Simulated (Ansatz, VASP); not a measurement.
## Ba2C: VASP beside Ansatz

```
C Ba
1.0
     0.00000    3.55151    3.55151
     3.55151    0.00000    3.55151
     3.55151    3.55151    0.00000
C Ba
1 2
Direct
  0.00000 0.00000 0.00000
  0.25000 0.25000 0.25000
  0.75000 0.75000 0.75000
```

Alike in both runs: task single point; functional PBE; k mesh 6 × 6 × 6; occupations fermi-dirac, width 0.02 eV; no spin polarisation.

|  | VASP | Ansatz |
| --- | --- | --- |
| version | VASP 6.6.1 | Ansatz 0.2.0 |
| potentials or method | VASP PAW PBE potentials, release 64 (C, Ba_sv) | plane waves, PAW |
| plane-wave cutoff (eV) | 520 | 420 |
| valence electrons in the cell | 24 | 24 |

```tsv
	VASP	Ansatz	Ansatz less VASP
pressure (GPa)	0.2	-0.9	-1.09
```

With one functional, cell and mesh, what is left measures potentials, basis and numerics.

Neither program's run includes spin-orbit coupling.
